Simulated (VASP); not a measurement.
# MoS2 (R3m) in VASP: settings compared

MoS2 is run at these levels: PBEsol, PBEsol+U; tasks: single point.

Program: VASP 6.6.1. These are calculated values, not measurements. Logs are shortened: lines on timing, memory, paths and dates and some standing lists are left out, and cuts for length are marked.

## 1. The cell of the first run

The structure is trigonal, space group R3m (No. 160). Conventional cell: a = 3.160 Å, b = 3.160 Å, c = 18.450 Å, α = 90.00°, β = 90.00°, γ = 120.00°. Mo (site symmetry 3m) has 6 S at 2.39 Å and 6 Mo at 3.16 Å within 3.2 Å. S (site symmetry 3m) has 3 Mo at 2.39 Å and 7 S at 3.08 to 3.16 Å within 3.2 Å. Within 3.2 Å of S (site symmetry 3m) lie 3 Mo at 2.39 Å and 7 S at 3.08 to 3.16 Å.

## 2. Single point, PBEsol

Input file POSCAR:

```
MoS2
1.0
    1.5800000000      0.9122134253      6.1500000000
   -1.5800000000      0.9122134253      6.1500000000
    0.0000000000     -1.8244268506      6.1500000000
Mo S
1 2
Direct
    0.0000000000      0.0000000000      0.0000000000
    0.4170000000      0.4170000000      0.4170000000
    0.2500000000      0.2500000000      0.2500000000
```

Input file INCAR.step1:

```
SYSTEM = MoS2
ALGO = Normal
EDIFF = 1E-6
ENCUT = 520
GGA = PS
ISIF = 2
ISMEAR = -1
LASPH = .TRUE.
LCHARG = .TRUE.
LMAXMIX = 4
LREAL = .FALSE.
LWAVE = .FALSE.
NBANDS = 20
NELM = 100
PREC = Accurate
SIGMA = 0.05
```

Input file KPOINTS.step1:

```
k-points
0
G
  10 10 10
  0 0 0
```

Input file INCAR.step2:

```
SYSTEM = MoS2
ALGO = Normal
EDIFF = 1E-6
ENCUT = 520
GGA = PS
ICHARG = 11
ISIF = 2
ISMEAR = -5
LASPH = .TRUE.
LCHARG = .FALSE.
LMAXMIX = 4
LORBIT = 10
LREAL = .FALSE.
LWAVE = .FALSE.
NEDOS = 2001
NELM = 100
PREC = Accurate
SIGMA = 0.05
```

Input file KPOINTS.step2:

```
k-points
0
G
  15 15 15
  0 0 0
```

Potentials or basis: VASP PAW PBE potentials, release 64 (Mo_sv, S).

Started as:

```sh
cat potpaw_PBE.64/Mo_sv/POTCAR potpaw_PBE.64/S/POTCAR > POTCAR
cp INCAR.step1 INCAR
cp KPOINTS.step1 KPOINTS
mpirun -np 1 vasp_std > vasp.out
cp INCAR.step2 INCAR
cp KPOINTS.step2 KPOINTS
mpirun -np 1 vasp_std > vasp.out
```

OUTCAR:

```text
SYSTEM = MoS2
   EDIFF = 1E-6
   ENCUT = 520
   GGA = PS
   ICHARG = 11
   ISIF = 2
   ISMEAR = -5
   LASPH = .TRUE.
   LORBIT = 10
   LREAL = .FALSE.
   NELM = 100
   PREC = Accurate

 ion  position               nearest neighbor table
   1  0.000  0.000  0.000-   3 2.39   3 2.39   3 2.39   2 2.39   2 2.39   2 2.39
   2  0.417  0.417  0.417-   1 2.39   1 2.39   1 2.39
   3  0.250  0.250  0.250-   1 2.39   1 2.39   1 2.39

  LATTYP: Found a trigonal (rhomboedric) cell.
 ALAT       =     6.4149071181
 COS(alpha) =     0.8786713335

  Lattice vectors:

 A1 = (   1.5800000000,   0.9122134253,   6.1500000000)
 A2 = (  -1.5800000000,   0.9122134253,   6.1500000000)
 A3 = (   0.0000000000,  -1.8244268506,   6.1500000000)

Analysis of symmetry for initial positions (statically):
=====================================================================
 Subroutine PRICEL returns:
 Original cell was already a primitive cell.

 Routine SETGRP: Setting up the symmetry group for a
 trigonal (rhombohedral) supercell.

 Subroutine GETGRP returns: Found  6 space group operations
 (whereof  6 operations were pure point group operations)
 out of a pool of 12 trial point group operations.

The static configuration has the point symmetry C_3v.

Analysis of symmetry for dynamics (positions and initial velocities):
=====================================================================
 Subroutine PRICEL returns:
 Original cell was already a primitive cell.

 Routine SETGRP: Setting up the symmetry group for a
 trigonal (rhombohedral) supercell.

 Subroutine GETGRP returns: Found  6 space group operations
 (whereof  6 operations were pure point group operations)
 out of a pool of 12 trial point group operations.

The dynamic configuration has the point symmetry C_3v.

 Subroutine INISYM returns: Found  6 space group operations
 (whereof  6 operations are pure point group operations),
 and found     1 'primitive' translations

----------------------------------------------------------------------------------------

                                     Primitive cell

  volume of cell :      53.1839

  direct lattice vectors                    reciprocal lattice vectors
     1.580000000  0.912213425  6.150000000     0.316455696  0.182705781  0.054200542
    -1.580000000  0.912213425  6.150000000    -0.316455696  0.182705781  0.054200542
     0.000000000 -1.824426851  6.150000000     0.000000000 -0.365411563  0.054200542

  length of vectors
     6.414907118  6.414907118  6.414907118     0.369409406  0.369409406  0.369409406

  position of ions in fractional coordinates (direct lattice)
     0.000000000  0.000000000  0.000000000
     0.417000000  0.417000000  0.417000000
     0.250000000  0.250000000  0.250000000

  ion indices of the primitive-cell ions
   primitive index   ion index
                 1           1
                 2           2
                 3           3

----------------------------------------------------------------------------------------

 KPOINTS: k-points

Automatic generation of k-mesh.
 Grid dimensions read from file:
 generate k-points for:   15   15   15

 Generating k-lattice:

  Cartesian coordinates                     Fractional coordinates (reciprocal lattice)
     0.021097046  0.012180385  0.003613369     0.066666667 -0.000000000  0.000000000
    -0.021097046  0.012180385  0.003613369    -0.000000000  0.066666667  0.000000000
     0.000000000 -0.024360771  0.003613369     0.000000000  0.000000000  0.066666667

  Length of vectors
     0.024627294  0.024627294  0.024627294

  Shift w.r.t. Gamma in fractional coordinates (k-lattice)
     0.000000000  0.000000000  0.000000000

 TETIRR: Found   1695 inequivalent tetrahedra from    20250

 Subroutine IBZKPT returns following result:
 ===========================================

 Found    344 irreducible k-points:

 Following reciprocal coordinates:
            Coordinates               Weight
  0.000000  0.000000  0.000000      1.000000
  0.066667 -0.000000  0.000000      6.000000
  0.133333 -0.000000 -0.000000      6.000000
  0.200000 -0.000000 -0.000000      6.000000
  0.266667 -0.000000 -0.000000      6.000000
  0.333333 -0.000000  0.000000      6.000000
[... 16 lines left out ...]
  0.133333  0.133333 -0.000000      6.000000
  0.200000  0.133333  0.000000     12.000000
 [... further k-points ...]
   k-points           NKPTS =    344   k-points in BZ     NKDIM =    344   number of bands    NBANDS=     17
   number of dos      NEDOS =   2001   number of ions     NIONS =      3
   total plane-waves  NPLWV = 110592
   dimension x,y,z NGX =    48 NGY =   48 NGZ =   48
   dimension x,y,z NGXF=    96 NGYF=   96 NGZF=   96
   ions per type =               1   2
   NGX,Y,Z   is equivalent  to a cutoff of  12.44, 12.44, 12.44 a.u.
   NGXF,Y,Z  is equivalent  to a cutoff of  24.88, 24.88, 24.88 a.u.
 SYSTEM =  MoS2
   PREC   = accura    normal or accurate (medium, high low for compatibility)
   ISTART =      0    job   : 0-new  1-cont  2-samecut
   ICHARG =     11    charge: 1-file 2-atom 10-const
   ISPIN  =      1    spin polarized calculation?
   LNONCOLLINEAR =      F non collinear calculations
   LSORBIT =      F    spin-orbit coupling
   LASPH  =      T    aspherical Exc in radial PAW
   ENCUT  =  520.0 eV  38.22 Ry    6.18 a.u.  11.93 11.93 11.93*2*pi/ulx,y,z
   NELM   =    100;   NELMIN=  2; NELMDL=  0     # of ELM steps
   EDIFF  = 0.1E-05   stopping-criterion for ELM
   LREAL  =      F    real-space projection
   EDIFFG = 0.1E-04   stopping-criterion for IOM
   NSW    =      0    number of steps for IOM
   IBRION =     -1    ionic relax: 0-MD 1-quasi-New 2-CG
   NFREE  =      0    steps in history (QN), initial steepest desc. (CG)
   ISIF   =      2    stress and relaxation
   ISYM   =      2    0-nonsym 1-usesym 2-fastsym
   POTIM  = 0.5000    time-step for ionic-motion
   TEBEG  =    0.0;   TEEND  =   0.0 temperature during run
   PSTRESS=    0.0 pullay stress
   NELECT =      26.0000    total number of electrons
   NUPDOWN=      -1.0000    fix difference up-down
   EMIN   =  10.00;   EMAX   =-10.00  energy-range for DOS
   EFERMI =   0.00;   METHOD = LEGACY
   ISMEAR =    -5;   SIGMA  =   0.05  broadening in eV -4-tet -1-fermi 0-gaus
   EFERMI_NEDOS =   21; number of points for ismear=-14 and -15
   IALGO  =     38    algorithm
   IMIX   =      4    mixing-type and parameters
     AMIX     =   0.40;   BMIX     =  1.00
     AMIX_MAG =   1.60;   BMIX_MAG =  1.00
  volume/ion in A,a.u.               =      17.73       119.63
  Fermi-wavevector in a.u.,A,eV,Ry     =   1.289652  2.437089 22.629252  1.663203
  Thomas-Fermi vector in A             =   2.421532
   LORBIT       =     10    0 simple, 1 ext, 2 COOP (PROOUT), +10 PAW based schemes
   GGA     = PS    functional components
   LHFCALC =     F    Hartree Fock is set to
   AEXX    =    0.0000 exact exchange contribution
   IVDW    =     0    specifies the selected vdW correction
   LEPSILON=     F    determine dielectric tensor
   LRPA    =     F    only Hartree local field effects (RPA)
 non-spin polarized calculation
 Fermi weights with tetrahedron method with Bloechl corrections
  energy-cutoff  :      520.00
  volume of cell :       53.18
 maximum number of plane-waves:      1448

 number of electron      25.9999998 magnetization

 Free energy of the ion-electron system (eV)
  ---------------------------------------------------
  ext. energy  EPLUGINS =         0.00000000
  ---------------------------------------------------
  free energy    TOTEN  =       -23.44422536 eV

  energy without entropy =      -23.44422536  energy(sigma->0) =      -23.44422536

 E-fermi :   7.6000     XC(G=0): -11.0039

 val. band max:        7.5770687541   @ k =   0.4667   0.4667   0.4667
 cond. band min:       8.5037676868   @ k =  -0.2000   0.4667   0.1333
 fundamental gap:      0.9266989327
 Fermi energy:         7.5999608957

 k-point     1 :       0.0000    0.0000    0.0000
  band No.  band energies     occupation
      1     -53.8937      2.00000
      2     -28.0977      2.00000
      3     -27.8599      2.00000
      4     -27.8599      2.00000
      5      -7.5419      2.00000
      6      -5.7964      2.00000
[... 9 lines left out ...]
     16      10.0423      0.00000
     17      10.0423      0.00000

 k-point     2 :       0.0667   -0.0000    0.0000
  band No.  band energies     occupation
      1     -53.8919      2.00000
      2     -28.0940      2.00000
      3     -27.8782      2.00000
      4     -27.8640      2.00000
      5      -7.4713      2.00000
      6      -5.7753      2.00000
[... 9 lines left out ...]
     16       9.7988      0.00000
     17       9.9690      0.00000

 k-point     3 :       0.1333   -0.0000   -0.0000
  band No.  band energies     occupation
      1     -53.8868      2.00000
      2     -28.0838      2.00000
      3     -27.9297      2.00000
      4     -27.8757      2.00000
      5      -7.2663      2.00000
      6      -5.7138      2.00000
[... 9 lines left out ...]
     16       9.7568      0.00000
     17      10.0407      0.00000

 k-point     4 :       0.2000   -0.0000   -0.0000
  band No.  band energies     occupation
      1     -53.8792      2.00000
      2     -28.0687      2.00000
      3     -28.0049      2.00000
      4     -27.8928      2.00000
      5      -6.9469      2.00000
      6      -5.6180      2.00000
[... 9 lines left out ...]
     16       9.8441      0.00000
     17      10.3915      0.00000
[... 343 lines left out ...]
      1     -53.8884      2.00000
      2     -28.0871      2.00000
      3     -27.9125      2.00000
      4     -27.8725      2.00000
      5      -7.3363      2.00000
      6      -5.7288      2.00000
[... 9 lines left out ...]
     16       9.7977      0.00000
     17       9.9960      0.00000

 k-point    23 :       0.1333    0.1333   -0.0000
  band No.  band energies     occupation
      1     -53.8868      2.00000
      2     -28.0838      2.00000
      3     -27.9297      2.00000
      4     -27.8757      2.00000
      5      -7.2551      2.00000
      6      -5.7341      2.00000
[... 9 lines left out ...]
     16       9.6830      0.00000
     17      10.0878      0.00000

 k-point    24 :       0.2000    0.1333    0.0000
  band No.  band energies     occupation
      1     -53.8821      2.00000
      2     -28.0745      2.00000
      3     -27.9743      2.00000
      4     -27.8885      2.00000
      5      -7.0548      2.00000
      6      -5.6829      2.00000
[... 9 lines left out ...]
     16       9.6299      0.00000
     17      10.4200      0.00000

 [... further k-points ...]

------------------------ aborting loop because EDIFF is reached ----------------------------------------

  FORCE on cell =-STRESS in cart. coord.  units (eV):
  Direction    XX          YY          ZZ          XY          YZ          ZX
  --------------------------------------------------------------------------------------
  -------------------------------------------------------------------------------------
  Total       -0.2197754     -0.2197754      0.7624806      0.0000000      0.0000000      0.0000000
  in kB       -6.6207883     -6.6207883     22.9699189      0.0000000      0.0000000      0.0000000
  external PRESSURE =       3.2427807 kB  Pullay stress =       0.0000000 kB

 VOLUME and BASIS-vectors are now :
 -----------------------------------------------------------------------------
  energy-cutoff  :      520.00
  volume of cell :       53.18
      direct lattice vectors                 reciprocal lattice vectors
     1.580000000  0.912213425  6.150000000     0.316455696  0.182705781  0.054200542
    -1.580000000  0.912213425  6.150000000    -0.316455696  0.182705781  0.054200542
     0.000000000 -1.824426851  6.150000000     0.000000000 -0.365411563  0.054200542

 POSITION                                       TOTAL-FORCE (eV/Angst)
 -----------------------------------------------------------------------------------
      0.00000      0.00000      0.00000         0.000000      0.000000      0.086038
      0.00000      0.00000      7.69365         0.000000      0.000000      0.174182
      0.00000      0.00000      4.61250         0.000000     -0.000000     -0.260220
 -----------------------------------------------------------------------------------
    total drift:                                0.000000     -0.000000      0.000045

  FREE ENERGIE OF THE ION-ELECTRON SYSTEM (eV)
  ---------------------------------------------------
  free  energy   TOTEN  =       -23.4442253575 eV

  energy  without entropy=      -23.4442253575  energy(sigma->0) =      -23.44422536

 total charge

# of ion       s       p       d       tot
------------------------------------------
    1        2.300   6.230   3.997  12.527
    2        1.358   2.327   0.000   3.685
    3        1.357   2.330   0.000   3.687
--------------------------------------------------
tot          5.016  10.887   3.997  19.900
```

It took 16 min on 1 thread of Intel Xeon 8259CL, shared host; peak memory 0.53 GiB.

What came out:

* Valence electrons inside the program's atomic spheres: Mo 12.53; S 3.69

Caveat: the PAW data sets were made with another functional, which shifts forces and pressure a little.

## 3. Single point, PBEsol+U

POSCAR is that of step 2.

Input file INCAR.step1:

```
SYSTEM = MoS2
  PREC = Accurate
  ENCUT = 520
  EDIFF = 1E-6
  ISMEAR = -1
  SIGMA = 0.05
  LREAL = .FALSE.
  LASPH = .TRUE.
  NELM = 150
  ALGO = Normal
  ISIF = 2
  LWAVE = .FALSE.
  LCHARG = .TRUE.
  LMAXMIX = 4
  LDAU = .TRUE.
  LDAUTYPE = 2
  LDAUL = 2 -1
  LDAUU = 2 0
  LDAUJ = 0 0
  LDAUPRINT = 1
  GGA = PS
  NBANDS = 20
```

Input file KPOINTS.step1:

```
regular mesh
0
G
  10 10 10
  0 0 0
```

Input file INCAR.step2:

```
SYSTEM = MoS2
  PREC = Accurate
  ENCUT = 520
  EDIFF = 1E-6
  ISMEAR = -5
  SIGMA = 0.05
  LREAL = .FALSE.
  LASPH = .TRUE.
  NELM = 150
  ALGO = Normal
  ISIF = 2
  LWAVE = .FALSE.
  LCHARG = .FALSE.
  LMAXMIX = 4
  LDAU = .TRUE.
  LDAUTYPE = 2
  LDAUL = 2 -1
  LDAUU = 2 0
  LDAUJ = 0 0
  LDAUPRINT = 1
  GGA = PS
  LORBIT = 10
  NEDOS = 1001
  ICHARG = 11
```

Input file KPOINTS.step2:

```
regular mesh
0
G
  15 15 15
  0 0 0
```

Potentials or basis: VASP PAW PBE potentials, release 64 (Mo_sv, S).

Started as:

```sh
cat potpaw_PBE.64/Mo_sv/POTCAR potpaw_PBE.64/S/POTCAR > POTCAR
cp INCAR.step1 INCAR
cp KPOINTS.step1 KPOINTS
mpirun -np 1 vasp_std > vasp.out
cp INCAR.step2 INCAR
cp KPOINTS.step2 KPOINTS
mpirun -np 1 vasp_std > vasp.out
```

Wall time 19 min (1 thread of Intel Xeon 8259CL, shared host); peak memory 0.53 GiB.

It converged, with:

* Valence electrons inside the program's atomic spheres: Mo 12.49; S 3.69

Levels at points of the mesh, in eV from the valence-band top:
```tsv
k point	band 10	band 11	band 12	band 13	band 14	band 15	band 16	band 17
(0.00, 0.00, 0.00)	-2.31	-2.31	-1.28	-1.20	2.04	2.04	2.47	2.47
```

Eigenvalues of the final occupation matrices:
```csv
site,spin,trace,eigenvalues
site 1 d,1,2.01,0.39 0.39 0.40 0.40 0.42
site 1 d,2,2.01,0.39 0.39 0.40 0.40 0.42
```

Caveat: the PAW data sets were made with another functional, which shifts forces and pressure a little.
